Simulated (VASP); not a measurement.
# CuAu (P4/mmm) in VASP: notebook

CuAu is run at these levels: PBE; tasks: single point.

Everything below comes from runs of VASP 6.6.1. Logs are shortened: lines on timing, memory, paths and dates and some standing lists are left out, and cuts for length are marked.

## 1. The cell of the first run

The structure is tetragonal, space group P4/mmm (No. 123). Conventional cell: a = 2.940 Å, b = 2.940 Å, c = 3.762 Å, α = 90.00°, β = 90.00°, γ = 90.00°. Within 3.8 Å of Cu (site symmetry 4/mmm) lie 8 Au at 2.80 Å and 6 Cu at 2.94 to 3.76 Å. Au (site symmetry 4/mmm) has 8 Cu at 2.80 Å and 6 Au at 2.94 to 3.76 Å within 3.8 Å.

## 2. Single point, PBE (strain +0.050 along x and y, +0.025 along z)

The input, INCAR:

```
ALGO = Fast
EDIFF = 1E-6
ENCUT = 520
GGA = PE
ISIF = 2
ISMEAR = 0
LASPH = True
LCHARG = False
LREAL = False
LWAVE = False
NBANDS = 18
NELM = 80
PREC = Accurate
SIGMA = 0.15
```

The input, KPOINTS:

```
k-points
0
Gamma
  18 18 14
```

The input, POSCAR:

```
CuAu
1.0
    2.9400000000      0.0000000000      0.0000000000
    0.0000000000      2.9400000000      0.0000000000
    0.0000000000      0.0000000000      3.7617500000
Cu Au
1 1
Direct
    0.5000000000      0.5000000000      0.5000000000
    0.0000000000      0.0000000000      0.0000000000
```

Potentials or basis: VASP PAW PBE potentials, release 64 (Cu, Au).

On the command line:

```bash
$ cat potpaw_PBE.64/Cu/POTCAR potpaw_PBE.64/Au/POTCAR > POTCAR
$ mpirun -np 1 vasp_std > vasp.out
```

OUTCAR:

```text
EDIFF = 1E-6
   ENCUT = 520
   GGA = PE
   ISIF = 2
   ISMEAR = 0
   LASPH = True
   LREAL = False
   NELM = 80
   PREC = Accurate

 ion  position               nearest neighbor table
   1  0.500  0.500  0.500-   2 2.80   2 2.80   2 2.80   2 2.80   2 2.80   2 2.80   2 2.80   2 2.80

   2  0.000  0.000  0.000-   1 2.80   1 2.80   1 2.80   1 2.80   1 2.80   1 2.80   1 2.80   1 2.80

  LATTYP: Found a simple tetragonal cell.
 ALAT       =     2.9400000000
 C/A-ratio  =     1.2795068027

  Lattice vectors:

 A1 = (   2.9400000000,   0.0000000000,   0.0000000000)
 A2 = (   0.0000000000,   2.9400000000,   0.0000000000)
 A3 = (   0.0000000000,   0.0000000000,   3.7617500000)

Analysis of symmetry for initial positions (statically):
=====================================================================
 Subroutine PRICEL returns:
 Original cell was already a primitive cell.

 Routine SETGRP: Setting up the symmetry group for a
 simple tetragonal supercell.

 Subroutine GETGRP returns: Found 16 space group operations
 (whereof 16 operations were pure point group operations)
 out of a pool of 16 trial point group operations.

The static configuration has the point symmetry D_4h.

Analysis of symmetry for dynamics (positions and initial velocities):
=====================================================================
 Subroutine PRICEL returns:
 Original cell was already a primitive cell.

 Routine SETGRP: Setting up the symmetry group for a
 simple tetragonal supercell.

 Subroutine GETGRP returns: Found 16 space group operations
 (whereof 16 operations were pure point group operations)
 out of a pool of 16 trial point group operations.

The dynamic configuration has the point symmetry D_4h.

 Subroutine INISYM returns: Found 16 space group operations
 (whereof 16 operations are pure point group operations),
 and found     1 'primitive' translations

----------------------------------------------------------------------------------------

                                     Primitive cell

  volume of cell :      32.5151

  direct lattice vectors                    reciprocal lattice vectors
     2.940000000  0.000000000  0.000000000     0.340136054  0.000000000  0.000000000
     0.000000000  2.940000000  0.000000000     0.000000000  0.340136054  0.000000000
     0.000000000  0.000000000  3.761750000     0.000000000  0.000000000  0.265833721

  length of vectors
     2.940000000  2.940000000  3.761750000     0.340136054  0.340136054  0.265833721

  position of ions in fractional coordinates (direct lattice)
     0.500000000  0.500000000  0.500000000
     0.000000000  0.000000000  0.000000000

  ion indices of the primitive-cell ions
   primitive index   ion index
                 1           1
                 2           2

----------------------------------------------------------------------------------------

 KPOINTS: k-points

Automatic generation of k-mesh.
 Grid dimensions read from file:
 generate k-points for:   18   18   14

 Generating k-lattice:

  Cartesian coordinates                     Fractional coordinates (reciprocal lattice)
     0.018896447  0.000000000  0.000000000     0.055555556  0.000000000  0.000000000
     0.000000000  0.018896447  0.000000000     0.000000000  0.055555556  0.000000000
     0.000000000  0.000000000  0.018988123     0.000000000  0.000000000  0.071428571

  Length of vectors
     0.018896447  0.018896447  0.018988123

  Shift w.r.t. Gamma in fractional coordinates (k-lattice)
     0.000000000  0.000000000  0.000000000

 Subroutine IBZKPT returns following result:
 ===========================================

 Found    440 irreducible k-points:

 Following reciprocal coordinates:
            Coordinates               Weight
  0.000000  0.000000  0.000000      1.000000
  0.055556  0.000000  0.000000      4.000000
  0.111111  0.000000  0.000000      4.000000
  0.166667  0.000000  0.000000      4.000000
  0.222222  0.000000  0.000000      4.000000
  0.277778  0.000000  0.000000      4.000000
[... 16 lines left out ...]
  0.277778  0.111111  0.000000      8.000000
  0.333333  0.111111  0.000000      8.000000
 [... further k-points ...]
   k-points           NKPTS =    440   k-points in BZ     NKDIM =    440   number of bands    NBANDS=     18
   number of dos      NEDOS =    301   number of ions     NIONS =      2
   total plane-waves  NPLWV =  16128
   dimension x,y,z NGX =    24 NGY =   24 NGZ =   28
   dimension x,y,z NGXF=    48 NGYF=   48 NGZF=   56
   ions per type =               1   1
   NGX,Y,Z   is equivalent  to a cutoff of  13.57, 13.57, 12.37 a.u.
   NGXF,Y,Z  is equivalent  to a cutoff of  27.14, 27.14, 24.75 a.u.
 SYSTEM =  unknown system
   PREC   = accura    normal or accurate (medium, high low for compatibility)
   ISTART =      0    job   : 0-new  1-cont  2-samecut
   ICHARG =      2    charge: 1-file 2-atom 10-const
   ISPIN  =      1    spin polarized calculation?
   LNONCOLLINEAR =      F non collinear calculations
   LSORBIT =      F    spin-orbit coupling
   LASPH  =      T    aspherical Exc in radial PAW
   ENCUT  =  520.0 eV  38.22 Ry    6.18 a.u.   5.47  5.47  6.99*2*pi/ulx,y,z
   NELM   =     80;   NELMIN=  2; NELMDL= -5     # of ELM steps
   EDIFF  = 0.1E-05   stopping-criterion for ELM
   LREAL  =      F    real-space projection
   EDIFFG = 0.1E-04   stopping-criterion for IOM
   NSW    =      0    number of steps for IOM
   IBRION =     -1    ionic relax: 0-MD 1-quasi-New 2-CG
   NFREE  =      0    steps in history (QN), initial steepest desc. (CG)
   ISIF   =      2    stress and relaxation
   ISYM   =      2    0-nonsym 1-usesym 2-fastsym
   POTIM  = 0.5000    time-step for ionic-motion
   TEBEG  =    0.0;   TEEND  =   0.0 temperature during run
   PSTRESS=    0.0 pullay stress
   NELECT =      22.0000    total number of electrons
   NUPDOWN=      -1.0000    fix difference up-down
   EMIN   =  10.00;   EMAX   =-10.00  energy-range for DOS
   EFERMI =   0.00;   METHOD = LEGACY
   ISMEAR =     0;   SIGMA  =   0.15  broadening in eV -4-tet -1-fermi 0-gaus
   EFERMI_NEDOS =   21; number of points for ismear=-14 and -15
   IALGO  =     68    algorithm
   IMIX   =      4    mixing-type and parameters
     AMIX     =   0.40;   BMIX     =  1.00
     AMIX_MAG =   1.60;   BMIX_MAG =  1.00
  volume/ion in A,a.u.               =      16.26       109.71
  Fermi-wavevector in a.u.,A,eV,Ry     =   1.437212  2.715937 28.103903  2.065579
  Thomas-Fermi vector in A             =   2.556315
   LORBIT       =      0    0 simple, 1 ext, 2 COOP (PROOUT), +10 PAW based schemes
   GGA     = PE    functional components
   LHFCALC =     F    Hartree Fock is set to
   AEXX    =    0.0000 exact exchange contribution
   IVDW    =     0    specifies the selected vdW correction
   LEPSILON=     F    determine dielectric tensor
   LRPA    =     F    only Hartree local field effects (RPA)
 non-spin polarized calculation
 RMM-DIIS sequential band-by-band and
 Gauss-broadening in eV      SIGMA  =   0.15
  energy-cutoff  :      520.00
  volume of cell :       32.52
 maximum number of plane-waves:       902
 NGX is ok and might be reduce to    24
   NGX = 11   NGY = 11   NGZ = 13

 number of electron      22.0000001 magnetization

 Free energy of the ion-electron system (eV)
  ---------------------------------------------------
  ext. energy  EPLUGINS =         0.00000000
  ---------------------------------------------------
  free energy    TOTEN  =        -6.99427020 eV

  energy without entropy =       -6.98720895  energy(sigma->0) =       -6.99073957

 E-fermi :   7.1993     XC(G=0): -12.0232

 val. band max:        7.1970871800   @ k =   0.5000   0.2222   0.1429
 cond. band min:       7.2066456104   @ k =   0.2222   0.1111   0.3571
 fundamental gap:      0.0095584304
 Fermi energy:         7.1992543998

 k-point     1 :       0.0000    0.0000    0.0000
  band No.  band energies     occupation
      1      -1.5832      2.00000
      2       1.4519      2.00000
      3       1.5805      2.00000
      4       3.5096      2.00000
      5       3.5096      2.00000
      6       4.3314      2.00000
[... 10 lines left out ...]
     17      22.7262      0.00000
     18      24.4071      0.00000

 k-point     2 :       0.0556    0.0000    0.0000
  band No.  band energies     occupation
      1      -1.5187      2.00000
      2       1.4833      2.00000
      3       1.6127      2.00000
      4       3.4757      2.00000
      5       3.5233      2.00000
      6       4.3064      2.00000
[... 10 lines left out ...]
     17      23.1685      0.00000
     18      24.4181      0.00000

 k-point     3 :       0.1111    0.0000    0.0000
  band No.  band energies     occupation
      1      -1.3282      2.00000
      2       1.5602      2.00000
      3       1.7229      2.00000
      4       3.3765      2.00000
      5       3.5636      2.00000
      6       4.2336      2.00000
[... 10 lines left out ...]
     17      24.3663      0.00000
     18      24.5281      0.00000

 k-point     4 :       0.1667    0.0000    0.0000
  band No.  band energies     occupation
      1      -1.0213      2.00000
      2       1.6590      2.00000
      3       1.9224      2.00000
      4       3.2218      2.00000
      5       3.6284      2.00000
      6       4.1203      2.00000
[... 375 lines left out ...]
      4       3.0082      2.00000
      5       3.5315      2.00000
      6       3.8299      2.00000
[... 10 lines left out ...]
     17      23.2904      0.00000
     18      25.3633      0.00000

 k-point    23 :       0.2778    0.1111    0.0000
  band No.  band energies     occupation
      1       0.1027      2.00000
      2       2.0793      2.00000
      3       2.5118      2.00000
      4       2.8024      2.00000
      5       3.5600      2.00000
      6       3.7042      2.00000
[... 10 lines left out ...]
     17      22.0952      0.00000
     18      24.4289      0.00000

 k-point    24 :       0.3333    0.1111    0.0000
  band No.  band energies     occupation
      1       0.6009      2.00000
      2       2.2127      2.00000
      3       2.6121      2.00000
      4       2.7043      2.00000
      5       3.5822      2.00000
      6       3.6793      2.00000
[... 10 lines left out ...]
     17      20.8685      0.00000
     18      23.3186      0.00000

 [... further k-points ...]

------------------------ aborting loop because EDIFF is reached ----------------------------------------

  FORCE on cell =-STRESS in cart. coord.  units (eV):
  Direction    XX          YY          ZZ          XY          YZ          ZX
  --------------------------------------------------------------------------------------
  -------------------------------------------------------------------------------------
  Total       -1.8564693     -1.8564693     -1.8519524      0.0000000      0.0000000      0.0000000
  in kB      -91.4773878    -91.4773878    -91.2548192      0.0000000      0.0000000      0.0000000
  external PRESSURE =     -91.4031983 kB  Pullay stress =       0.0000000 kB

 VOLUME and BASIS-vectors are now :
 -----------------------------------------------------------------------------
  energy-cutoff  :      520.00
  volume of cell :       32.52
      direct lattice vectors                 reciprocal lattice vectors
     2.940000000  0.000000000  0.000000000     0.340136054  0.000000000  0.000000000
     0.000000000  2.940000000  0.000000000     0.000000000  0.340136054  0.000000000
     0.000000000  0.000000000  3.761750000     0.000000000  0.000000000  0.265833721

 POSITION                                       TOTAL-FORCE (eV/Angst)
 -----------------------------------------------------------------------------------
      1.47000      1.47000      1.88088         0.000000      0.000000      0.000000
      0.00000      0.00000      0.00000         0.000000      0.000000      0.000000
 -----------------------------------------------------------------------------------
    total drift:                                0.000000      0.000000     -0.000000

  FREE ENERGIE OF THE ION-ELECTRON SYSTEM (eV)
  ---------------------------------------------------
  free  energy   TOTEN  =        -6.9942702012 eV

  energy  without entropy=       -6.9872089456  energy(sigma->0) =       -6.99073957
```

Run time: 4.4 min. Hardware: 1 thread of Intel Xeon 8259CL, shared host; peak memory 0.37 GiB.

What came out:

```yaml
Free_energy: -6.9943 eV
Pressure: -9.1 GPa
Band_gap_on_the_k_mesh: zero (bands 11 and 12 overlap by 6.61 eV)
```

Caveat: the cell differs from its parent crystal (strain +0.050 along x and y, +0.025 along z); the cell stands under tension; spin-orbit coupling is left out, which moves the levels of the heavy elements.

## 3. Single point, PBE (strain +0.050 along x and y, +0.050 along z)

The input, INCAR:

```
PREC = Accurate
ENCUT = 520
EDIFF = 1E-6
ISMEAR = 0
SIGMA = 0.15
LREAL = F
LASPH = T
NELM = 80
ALGO = Fast
ISIF = 2
LWAVE = F
LCHARG = F
GGA = PE
NBANDS = 18
```

The input, KPOINTS:

```
Automatic mesh
0
Gamma
  18 18 14
```

POSCAR: that of step 2 with these lines changed.

```diff
@@ -4,3 +4,3 @@
     0.0000000000      2.9400000000      0.0000000000
-    0.0000000000      0.0000000000      3.7617500000
+    0.0000000000      0.0000000000      3.8535000000
 Cu Au
```

Potentials or basis: VASP PAW PBE potentials, release 64 (Cu, Au).

On the command line:

```bash
$ cat potpaw_PBE.64/Cu/POTCAR potpaw_PBE.64/Au/POTCAR > POTCAR
$ mpirun -np 1 vasp_std > vasp.out
```

Wall time 4.9 min (1 thread of Intel Xeon 8259CL, shared host); peak memory 0.38 GiB.

The run converged. Its results:

| Item | Value |
| --- | --- |
| Free energy | -6.9450 eV |
| Pressure | -11.0 GPa |
| Band gap on the k mesh | zero (bands 11 and 12 overlap by 6.55 eV) |

Stress tensor (GPa, compression positive):
```
-10.85   0.00   0.00
  0.00 -10.85   0.00
  0.00   0.00 -11.24
```

Levels at points of the mesh, in eV from the Fermi level:
```tsv
k point	band 7	band 8	band 9	band 10	band 11	band 12	band 13	band 14	band 15	band 16
(0.00, 0.00, 0.00)	-2.43	-1.90	-1.55	-1.38	-1.38	2.27	6.86	9.48	9.48	15.30
(0.50, 0.00, 0.00)	-2.56	-2.49	-2.06	-1.89	-0.78	-0.36	8.80	8.83	10.11	10.30
(0.50, 0.50, 0.00)	-1.52	-1.46	-1.30	-1.30	0.97	0.97	4.26	5.83	9.69	11.01
(0.00, 0.00, 0.50)	-2.70	-2.57	-2.01	-2.00	-2.00	-1.73	13.59	13.59	13.80	13.89
(0.50, 0.00, 0.50)	-1.76	-1.54	-1.46	-1.46	-0.54	-0.53	2.07	3.64	15.10	15.46
(0.50, 0.50, 0.50)	-2.67	-1.85	-1.70	-1.46	4.82	5.08	5.17	5.17	6.44	6.44
```

Caveat: the cell differs from its parent crystal (strain +0.050 along x and y, +0.050 along z); the cell stands under tension; spin-orbit coupling is left out, which moves the levels of the heavy elements.
